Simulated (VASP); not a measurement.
**Hf2Sc: single point with PBE**

The system is Hf2Sc.

```
Hf Sc
1.0
     3.22380    0.00000    0.00000
    -1.61190    2.79189    0.00000
     0.00000    0.00000   15.36556
Hf Sc
4 2
Cartesian
  0.0000 1.8613 8.9216
  1.6119 0.9306 1.2388
  0.0000 1.8613 14.1268
  1.6119 0.9306 6.4440
  0.0000 1.8613 3.8414
  1.6119 0.9306 11.5242
```

- Program: VASP 6.6.1
- Task: single point
- Functional: PBE
- Potentials or basis: VASP PAW PBE potentials, release 64 (Hf_pv, Sc_sv)
- Cutoff: 520 eV
- k mesh: 6 × 6 × 2
- Occupations: gaussian, width 0.1 eV
- Spin: no spin polarisation
- Dipole correction: no
- Further INCAR settings: ALGO = Normal; EDIFF = 1e-06; NBANDS = 40

```json
{"Pressure": "-0.2 GPa", "Largest force": "0.031 eV/Å", "Band gap on the k mesh": "zero (band 31 reaches 5.62 eV, above the bottom of band 32 at 3.59 eV)"}
```

Forces in eV/Å, atoms in the order of the input:
```
Hf   0.000  0.000 -0.031
Hf   0.000  0.000 -0.031
Hf   0.000  0.000  0.031
Hf   0.000  0.000  0.031
Sc   0.000  0.000  0.000
Sc   0.000  0.000  0.000
```

Levels at points of the mesh, in eV from the Fermi level:
```tsv
k point	band 29	band 30	band 31	band 32	band 33	band 34	band 35	band 36
(0.00, 0.00, 0.00)	0.64	1.12	1.15	1.19	1.19	1.37	1.37	1.39
(0.50, 0.00, 0.00)	-0.50	-0.49	-0.45	-0.40	1.17	1.19	1.30	1.36
(0.00, 0.00, 0.50)	0.78	0.78	1.27	1.27	1.27	1.27	1.47	1.47
(0.50, 0.00, 0.50)	-0.65	-0.65	-0.31	-0.31	1.35	1.35	1.36	1.36
```

Wall time 37 s on 1 thread of Intel(R) Xeon(R) 6975P-C (Granite Rapids), on a shared host, peak memory 0.26 GiB.

Caveat: the k points lie up to 0.38 Å⁻¹ apart; spin-orbit coupling is left out, which moves the levels of the heavy elements.
